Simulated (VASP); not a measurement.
Co:

```
Co
1.0
     2.51902    0.00000    0.00000
    -1.25951    2.18153    0.00000
     0.00000    0.00000    8.24687
Co
4
Direct
  0.66667 0.33333 0.75000
  0.00000 0.00000 0.50000
  0.33333 0.66667 0.25000
  0.00000 0.00000 0.00000
```

Base run:

- Program: VASP 6.6.1
- Functional: RPBE
- Potentials or basis: VASP PAW PBE potentials, release 64 (Co)
- Cutoff: 520 eV
- k mesh: 12 × 12 × 4
- Occupations: fermi-dirac, width 0.05 eV
- Spin: collinear spin, ferromagnetic start
- Starting moments: [2.0, 2.0, 2.0, 2.0] μB

Its results: pressure -2.0 GPa; net moment 6.80 μB per cell; site moments Co +1.74, +1.72 μB.

The run is repeated on the same cell with these changes: functional from RPBE to PBE. What comes out?

Pressure -7.7 GPa; net moment 6.76 μB per cell; site moments Co +1.72, +1.71 μB.

PBE binds more tightly than RPBE, so the same cell stands under less pressure.

Caveats: the PAW data sets were made with another functional, which shifts forces and pressure a little (some runs).
